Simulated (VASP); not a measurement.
# H6C2O in VASP: a series of runs, part 2 of 3

VASP 6.6.1.

## (3) Single point, PBE+D3(BJ)

This run uses another cell than the first one, of 6.25 Å³/atom, 1.131 times its volume.

INCAR reads:

```
PREC = Accurate
ENCUT = 520
EDIFF = 1E-6
ISMEAR = -1
SIGMA = 0.02
LREAL = Auto
LASPH = True
NELM = 120
ALGO = Normal
ISIF = 2
LWAVE = False
LCHARG = False
GGA = PE
IVDW = 12
NBANDS = 64
GGA_COMPAT = False
```

KPOINTS reads:

```
Automatic mesh
0
Gamma
  1 1 1
```

POSCAR reads:

```
H6C2O
1.0
    6.0808910000      0.0000000000      0.0000000000
    0.0000000000      6.0808910000      0.0000000000
    0.0000000000      0.0000000000      6.0808910000
C O H
8 4 24
Direct
    0.9121525119     -0.0595143047      0.4072593967
    0.8514212802     -0.0247661075      0.6545257924
    0.4791238652      0.5987280482      0.1478401767
    0.5961955246      0.5477651219      0.3614108525
    0.2811594551      0.0895099090     -0.0477561594
    0.1713071325      0.2071571419      0.0990808748
    0.2677897038      0.7224928057      0.6083647939
    0.1944122991      0.5046299958      0.6920202977
    0.7222296864      0.1515896272      0.6802128175
    0.7329024645      0.3552933279      0.3190157495
   -0.0573764601      0.1788882583      0.0409479466
    0.0336463850      0.3993658166      0.5783034098
    0.7824675693      0.1504220352      0.8315886603
    0.7822208949     -0.1876369762      0.7119022525
    1.0191105218      0.0115443609      0.7339220519
    0.9764851894     -0.2170734519      0.3842857897
    0.7716138967     -0.0172343165      0.2912731045
    1.0284512582      0.0609450161      0.3505571799
    0.6948981654      0.2732658750      0.4609521861
    0.6607748766      0.6851956399      0.4598997088
    0.4643069576      0.4591432407      0.4649318661
    0.3112537291      0.6589988211      0.1634957772
    0.5928571981      0.7112280092      0.0671447655
    0.4677110641      0.4398368594      0.0600240984
   -0.1333028334      0.2949896652      0.1566053396
    0.2052166368      0.1630682083      0.2768837659
    0.2026676683      0.3769020033      0.0922562171
    0.4354296106      0.0763374973      0.0314427606
    0.2607677066     -0.0787384612     -0.0400270289
    0.2788407159      0.1542701555     -0.2069762474
   -0.1043761515      0.3644696147      0.6860836677
    0.3253635035      0.3821479451      0.7190229195
    0.1006760358      0.5533564078      0.8439223791
    0.4185406382      0.7694102723      0.6919874078
    0.3173219188      0.7289392295      0.4331437613
    0.1545332748      0.8420805438      0.6423894130
```

Potentials or basis: VASP PAW PBE potentials, release 64 (C, O, H).

Run with:

```
> cat potpaw_PBE.64/C/POTCAR potpaw_PBE.64/O/POTCAR potpaw_PBE.64/H/POTCAR > POTCAR
> mpirun -np 1 vasp_gam > vasp.out
```

OUTCAR:

```text
PREC = Accurate
   ENCUT = 520
   EDIFF = 1E-6
   ISMEAR = -1
   LREAL = Auto
   LASPH = True
   NELM = 120
   ISIF = 2
   GGA = PE
   IVDW = 12
 IVDW          = 12

 ion  position               nearest neighbor table
   1  0.912  0.940  0.407-  16 1.04  18 1.07  17 1.14   2 1.56
   2  0.851  0.975  0.655-  14 1.13  15 1.15   9 1.34   1 1.56
   3  0.479  0.599  0.148-  22 1.09  23 1.09  24 1.11   4 1.51
   4  0.596  0.548  0.361-  20 1.10  21 1.15  10 1.46   3 1.51
   5  0.281  0.090  0.952-  29 1.03  30 1.05  28 1.06   6 1.32
   6  0.171  0.207  0.099-  27 1.05  26 1.13   5 1.32  11 1.45
   7  0.268  0.722  0.608-  36 1.02  34 1.09  35 1.11   8 1.49
   8  0.194  0.505  0.692-  32 1.10  33 1.13  12 1.36   7 1.49
   9  0.722  0.152  0.680-  13 0.99   2 1.34
  10  0.733  0.355  0.319-  19 1.02  25 1.33   4 1.46
  11  0.943  0.179  0.041-  25 1.10   6 1.45
  12  0.034  0.399  0.578-  31 1.09   8 1.36
  13  0.782  0.150  0.832-   9 0.99
  14  0.782  0.812  0.712-   2 1.13
  15  0.019  0.012  0.734-   2 1.15
  16  0.976  0.783  0.384-   1 1.04
  17  0.772  0.983  0.291-   1 1.14
  18  0.028  0.061  0.351-   1 1.07
[... 252 lines left out ...]

 k-point     1 :       0.0000    0.0000    0.0000
  band No.  band energies     occupation
      1     -22.2213      2.00000
      2     -20.3197      2.00000
      3     -19.7106      2.00000
      4     -19.2647      2.00000
      5     -14.4433      2.00000
      6     -13.5925      2.00000
[... 44 lines left out ...]
     51       8.9599      0.00000
     52       9.1578      0.00000
 [bands above 52 left out]

------------------------ aborting loop because EDIFF is reached ----------------------------------------

 Edisp (eV)   -2.34603

 E8    (eV) :    -0.5249

  FORCE on cell =-STRESS in cart. coord.  units (eV):
  Direction    XX          YY          ZZ          XY          YZ          ZX
  --------------------------------------------------------------------------------------
  -------------------------------------------------------------------------------------
  Total      23.91244    25.34133    17.40870    -6.03564     4.96048    -4.32230
  in kB     170.38560   180.56694   124.04383   -43.00635    35.34536   -30.79808
  external pressure =      158.33 kB  Pullay stress =        0.00 kB

 VOLUME and BASIS-vectors are now :
 -----------------------------------------------------------------------------
  energy-cutoff  :      520.00
  volume of cell :      224.85
      direct lattice vectors                 reciprocal lattice vectors
     6.080891000  0.000000000  0.000000000     0.164449585  0.000000000  0.000000000
     0.000000000  6.080891000  0.000000000     0.000000000  0.164449585  0.000000000
     0.000000000  0.000000000  6.080891000     0.000000000  0.000000000  0.164449585

 POSITION                                       TOTAL-FORCE (eV/Angst)
 -----------------------------------------------------------------------------------
      5.54670      5.71899      2.47650        -2.437814      1.461445      0.225335
      5.17740      5.93029      3.98010         3.810467     -3.841317     -3.802217
      2.91350      3.64080      0.89900         1.571189     -0.161956     -0.206693
      3.62540      3.33090      2.19770        -2.764433     -2.921742      0.569756
      1.70970      0.54430      5.79049         4.871102     -3.040121     -1.843142
      1.04170      1.25970      0.60250        -5.247780      2.445262      3.581555
[... 28 lines left out ...]
      1.92960      4.43260      2.63390        -0.842424      0.211183      0.825567
      0.93970      5.12060      3.90630        -1.001816      1.068527      0.199474
 -----------------------------------------------------------------------------------
    total drift:                               -0.002143     -0.004774     -0.006480

  FREE ENERGIE OF THE ION-ELECTRON SYSTEM (eV)
  ---------------------------------------------------
  free  energy   TOTEN  =      -181.8663404207 eV

  energy  without entropy=     -181.8663404207  energy(sigma->0) =     -181.86634042
```

OSZICAR:

```text
N       E                     dE             d eps       ncg     rms          rms(c)
DAV:   1     0.497468488460E+03    0.49747E+03   -0.45224E+04   128   0.120E+03
DAV:   2    -0.151453012110E+03   -0.64892E+03   -0.61067E+03   160   0.284E+02
DAV:   3    -0.195982036781E+03   -0.44529E+02   -0.44169E+02   168   0.761E+01
DAV:   4    -0.196736709176E+03   -0.75467E+00   -0.75280E+00   160   0.110E+01
DAV:   5    -0.196751218545E+03   -0.14509E-01   -0.14494E-01   160   0.149E+00    0.237E+01
DAV:   6    -0.181685933581E+03    0.15065E+02   -0.24115E+01   152   0.182E+01    0.116E+01
DAV:   7    -0.179756458790E+03    0.19295E+01   -0.58684E+00   160   0.947E+00    0.598E+00
DAV:   8    -0.179520716248E+03    0.23574E+00   -0.89059E-01   152   0.416E+00    0.130E+00
DAV:   9    -0.179511418049E+03    0.92982E-02   -0.10941E-01   160   0.150E+00    0.441E-01
DAV:  10    -0.179517905928E+03   -0.64879E-02   -0.15689E-02   144   0.497E-01    0.187E-01
DAV:  11    -0.179519463245E+03   -0.15573E-02   -0.20752E-03   152   0.239E-01    0.105E-01
DAV:  12    -0.179520172336E+03   -0.70909E-03   -0.11090E-03   144   0.148E-01    0.301E-02
DAV:  13    -0.179520289914E+03   -0.11758E-03   -0.18083E-04   152   0.591E-02    0.152E-02
DAV:  14    -0.179520306346E+03   -0.16432E-04   -0.36895E-05   144   0.275E-02    0.846E-03
DAV:  15    -0.179520308981E+03   -0.26350E-05   -0.63698E-06   152   0.135E-02    0.316E-03
DAV:  16    -0.179520310017E+03   -0.10358E-05   -0.24569E-06   136   0.708E-03    0.195E-03
DAV:  17    -0.179520310056E+03   -0.39428E-07   -0.36883E-07   112   0.370E-03
   1 F= -.18186634E+03 E0= -.18186634E+03  d E =-.479236E-12
```

It took 53 s on 1 thread of Intel Xeon Platinum 8175M at 2.50GHz (Skylake/Cascade Lake), shared host; peak memory 0.37 GiB.

What came out:

| Property | Result |
| --- | --- |
| Free energy | -181.8663 eV |
| Pressure | 15.8 GPa |
| Largest force | 6.808 eV/Å |
| Band gap on the k mesh | 5.04 eV |
| Dispersion energy per atom | -0.065 eV |

Forces in eV/Å, atoms in the order of the input:
```
C   -2.438  1.461  0.225
C    3.810 -3.841 -3.802
C    1.571 -0.162 -0.207
C   -2.764 -2.922  0.570
C    4.871 -3.040 -1.843
C   -5.248  2.445  3.582
C    2.548 -0.998 -1.249
C   -0.433  1.178  2.315
O   -2.560  0.848  1.562
O   -1.425  1.402  1.372
O   -0.662  2.265  1.457
O   -3.202 -1.007  0.060
H   -0.626  2.131  2.132
H    0.018  0.787  0.426
H   -2.035 -0.448 -0.197
H    0.181 -1.464 -0.639
H    0.530 -1.014  1.013
H   -0.004 -0.379  1.005
H    1.245  0.027 -1.295
H    0.352 -0.599 -0.598
H    1.126  1.125 -0.589
H    0.293  0.469  0.011
H   -0.274  0.363 -0.888
H    0.504  0.792 -0.046
H   -0.054 -1.565 -1.200
H    0.222  0.255 -0.711
H    0.108  1.159 -0.029
H    2.540  0.440 -0.385
H   -1.464 -2.184 -0.319
H    0.378 -0.081 -1.331
H    2.844  0.567 -2.365
H    0.390  1.048  0.227
H    1.267 -0.321  0.328
H    0.233 -0.019  0.383
H   -0.842  0.211  0.826
H   -1.002  1.069  0.199
```

Stress tensor (GPa, compression positive):
```
17.04 -4.30 -3.08
-4.30 18.06  3.53
-3.08  3.53 12.40
```

Caveat: the k points lie up to 1.03 Å⁻¹ apart.

## (4) Single point, PBE+D3(BJ)

This run uses another cell than the first one, of 14.02 Å³/atom, 2.538 times its volume.

INCAR reads:

```
ALGO = Normal
EDIFF = 1E-6
ENCUT = 520
GGA = PE
GGA_COMPAT = False
ISIF = 2
ISMEAR = -1
IVDW = 12
LASPH = True
LCHARG = False
LREAL = Auto
LWAVE = False
NBANDS = 64
NELM = 120
PREC = Accurate
SIGMA = 0.02
```

KPOINTS reads:

```
k-points
0
Gamma
  1 1 1
```

POSCAR reads:

```
H6C2O
1.0
    7.9619310000      0.0000000000      0.0000000000
    0.0000000000      7.9619310000      0.0000000000
    0.0000000000      0.0000000000      7.9619310000
C O H
8 4 24
Direct
    0.8875359508     -0.0030897027      0.4795067930
    0.8787943528      0.0432055992      0.6191337252
    0.5391154482      0.4840911080      0.2100621068
    0.6314799764      0.4163939627      0.2674853625
    0.2700098757      0.1441610082     -0.0691038393
    0.2901055033      0.2876689085     -0.0325925959
    0.2194944920      0.6050291066      0.5830997531
    0.1783738141      0.4702251250      0.6297090492
    0.8133328460      0.0493222059      0.7581829081
    0.7381626392      0.3847307896      0.2479549245
   -0.0492217277      0.1672709799     -0.0261368756
    0.0845021139      0.4087073852      0.5782768024
    1.0802278995      0.2605900503      0.8068394464
    0.3863384398      0.3819676408      0.5764807557
    0.9380010955      0.1612548514      0.5088087299
    1.3642670352     -0.0176339132      0.3781243520
    0.6882250047      0.0479657510      0.2095722759
    1.1495326950      0.0798801195      0.4309256134
    0.7654173341     -0.0132379947      0.1179362142
    0.7896702446      0.6511234523      0.6254764077
    0.2855463078      0.7442666861      0.0717162708
    0.3054535388      0.6144740516      0.3668331213
    0.6669738786      0.4168084350     -0.0485435003
    0.1268285294      0.7664472350      0.1802200999
   -0.1657261285     -0.0884082015      0.1000762252
    0.2701103539      0.0301560011      0.1037059980
   -0.0520476754      0.3538086427      0.1917750857
    0.3521130741      0.4012343237     -0.0787497405
    0.0360465319      0.0664914077     -0.3042980403
    0.1483308509     -0.0309849457     -0.3014972122
    0.1300187103      0.1840885082      0.7871582911
    0.2520368488      0.5516124166      0.8498189698
   -0.2165555064      0.2913238007      1.1164753877
    0.5172488935      0.5728761025      0.6353735042
    0.3222961867      0.5270831913      0.3851703814
    0.1315886812      0.5937253161      0.2167941420
```

Run with:

```
> cat potpaw_PBE.64/C/POTCAR potpaw_PBE.64/O/POTCAR potpaw_PBE.64/H/POTCAR > POTCAR
> mpirun -np 1 vasp_gam > vasp.out
```

It took 2.2 min on 1 thread of Intel Xeon Platinum 8175M at 2.50GHz (Skylake/Cascade Lake), shared host; peak memory 0.44 GiB.

Results (log left out):

```yaml
Free_energy: -103.6369 eV
Pressure: 19.1 GPa
Largest_force: 83.972 eV/Å
Band_gap_on_the_k_mesh: 0.05 eV
Dispersion_energy_per_atom: -0.049 eV
```

Forces on the atoms (eV/Å):
```
C     2.711  -1.526 -14.557
C    -3.260   2.159  13.728
C   -35.973  23.429 -17.690
C   -44.210   3.602  26.601
C    -0.501  -8.421   3.680
C     2.942   6.668   0.551
C     9.468  16.747  -1.010
C    24.024   8.395  17.472
O    -1.026   0.638   0.615
O    78.981 -27.095  -8.895
O    -0.957   1.524   1.425
O   -32.888 -25.421 -14.828
H    -2.316   1.316   0.500
H     0.559   1.620   0.661
H    -0.406  -1.027  -1.288
H    -1.468   0.936  -0.008
H     0.382  -0.681   0.249
H     0.779  -1.209  -0.436
H    -0.724   0.645   0.500
H    -1.293  -0.286   0.111
H    -1.374   0.375   1.134
H    -0.517   1.721  -0.772
H    -0.319   0.184   0.649
H     1.704  -2.550  -0.705
H     0.413   0.032  -0.188
H     0.014   1.270  -2.910
H     1.401  -0.271  -1.259
H    -0.193   0.210   0.804
H     3.964  -2.496   0.387
H    -1.878   2.099   0.061
H     0.725  -1.507  -1.078
H    -0.515   0.175  -1.584
H     1.145  -0.418  -0.631
H     0.466  -0.545  -0.358
H     0.699  -2.100  -0.629
H    -0.560   1.810  -0.302
```

Stress tensor (GPa, compression positive):
```
36.19 -4.00  5.80
-4.00 14.29  0.77
 5.80  0.77  6.84
```

Levels at points of the mesh, in eV from the valence-band top:
| k point | band 37 | band 38 | band 39 | band 40 | band 41 | band 42 | band 43 | band 44 |
| --- | --- | --- | --- | --- | --- | --- | --- | --- |
| (0.00, 0.00, 0.00) | -0.46 | -0.27 | -0.13 | 0.00 | 0.05 | 0.09 | 0.37 | 0.51 |

Caveat: the k points lie up to 0.79 Å⁻¹ apart.

## (5) Single point, PBE+D3(BJ)

This run uses another cell than the first one, of 14.06 Å³/atom, 2.546 times its volume.

INCAR reads:

```
PREC = Accurate
ENCUT = 520
EDIFF = 1E-6
ISMEAR = -1
SIGMA = 0.02
LREAL = Auto
LASPH = True
NELM = 120
ALGO = Normal
ISIF = 2
LWAVE = False
LCHARG = True
GGA = PE
IVDW = 12
LELF = True
LVHAR = True
NBANDS = 64
GGA_COMPAT = False
```

KPOINTS reads:

```
regular mesh
0
Gamma
  1 1 1
```

POSCAR reads:

```
H6C2O
1.0
    7.9703710000      0.0000000000      0.0000000000
    0.0000000000      7.9703710000      0.0000000000
    0.0000000000      0.0000000000      7.9703710000
C O H
8 4 24
Direct
    0.9273219528      0.0356570604      0.5280306274
    0.7906532833      0.0653796417      0.6276370322
    0.4273452265      0.4426142773      0.2890706091
    0.6027573873      0.3785771076      0.2987439355
    0.2832615947      0.1461161595     -0.0180794595
    0.4255510816      0.2824335279     -0.1527156013
    0.2186723805      0.6189423303      0.6113266246
    0.2002792593      0.3999437416      0.6168972561
    0.8309274437     -0.0191333628      0.8462215874
    0.8015436170      0.3538229274      0.2672272094
   -0.0563461851      0.1948968248     -0.0138763930
    0.0386556661      0.3904209729      0.4933020056
    1.3208920890      0.2991454225      0.7974409221
   -0.0613145862      0.7724232661      0.2650315776
    0.7590738248      0.1549990584      0.5148819296
    1.5078344534      0.2642787895      0.2707151273
    0.6643981817      0.0219814109      0.0229098495
    1.2335184899      0.0175399614      0.4977434551
    0.7297778234     -0.2904005347     -0.1541709915
    0.9915222265      0.7737406452      0.7948061640
    0.0238131951      1.1487420096     -0.0781143061
    0.2599878977      0.9038726052      0.6172485572
    1.1380398729      0.2968619654     -0.0242523215
    0.0674247159      0.9906188809      0.1596663443
   -0.1945957095     -0.2367392936     -0.0357197927
    0.3593057337     -0.0002634758      0.1079372591
   -0.0924423719      0.2688707966      0.2625850164
    0.1529163448      0.4352620474      0.0181923777
    0.1585120693      0.0802346591     -0.4713958735
    0.0585167240     -0.0304377299     -0.3133103842
    0.3148410532     -0.1781221978      1.1998061320
    0.4994497747      0.5793205862      0.9312113577
   -0.4841807238      0.0815896776      1.5190760882
    0.8046049550      0.6458545029      0.6777225301
    0.3168735809      0.1333940415      0.1289902314
    0.0759939531      0.5117327663      0.0115427500
```

Run with:

```
> cat potpaw_PBE.64/C/POTCAR potpaw_PBE.64/O/POTCAR potpaw_PBE.64/H/POTCAR > POTCAR
> mpirun -np 1 vasp_gam > vasp.out
```

It took 2.1 min on 1 thread of Intel Xeon Platinum 8175M at 2.50GHz (Skylake/Cascade Lake), shared host; peak memory 0.44 GiB.

The run converged. Its results:

- Free energy: -118.1261 eV
- Pressure: -10.0 GPa
- Largest force: 10.051 eV/Å
- Band gap on the k mesh: 0.14 eV
- Dispersion energy per atom: -0.049 eV

Forces in eV/Å, atoms in the order of the input:
```
C   -0.908 -1.320  4.494
C    2.070 -1.367 -1.838
C    6.445 -2.123  0.502
C   -0.656  0.228 -1.128
C    2.359  2.389 -0.724
C    5.318 -3.906  7.582
C   -0.881 -2.731  0.687
C   -5.550  4.782 -4.918
O   -2.634  1.148  0.022
O   -2.757  1.383  0.128
O   -1.636  2.489  3.248
O    5.957 -0.119  4.618
H   -7.772  2.158 -5.089
H    0.623  1.208 -0.668
H   -0.770  0.837  1.202
H    0.078  0.121  0.097
H    1.424 -0.346 -1.690
H    1.024 -0.470  0.131
H    1.478 -0.121  0.733
H    0.125  0.240 -1.497
H    3.113 -3.004 -2.981
H   -0.827 -0.259 -0.448
H    0.119 -1.703  0.566
H   -0.649 -0.791 -0.069
H   -1.400 -0.171 -1.892
H   -0.591 -1.694  0.228
H   -3.298  0.591  0.346
H   -1.020  1.810  0.076
H   -0.037 -0.184 -0.735
H   -1.344 -0.603 -1.024
H    0.588  1.718 -0.933
H   -0.167 -0.833 -0.425
H    1.035  0.025  0.592
H    0.323  0.610  1.601
H   -0.309  0.968 -0.896
H    1.129 -0.959  0.100
```

Stress tensor (GPa, compression positive):
```
-12.14   0.73   0.22
  0.73  -9.18   2.38
  0.22   2.38  -8.61
```

Levels at points of the mesh, in eV from the valence-band top:
| k point | band 37 | band 38 | band 39 | band 40 | band 41 | band 42 | band 43 | band 44 |
| --- | --- | --- | --- | --- | --- | --- | --- | --- |
| (0.00, 0.00, 0.00) | -0.42 | -0.25 | -0.06 | 0.00 | 0.14 | 0.28 | 0.46 | 0.61 |

Caveat: the k points lie up to 0.79 Å⁻¹ apart.

(Part 2 of 3 ends here.)
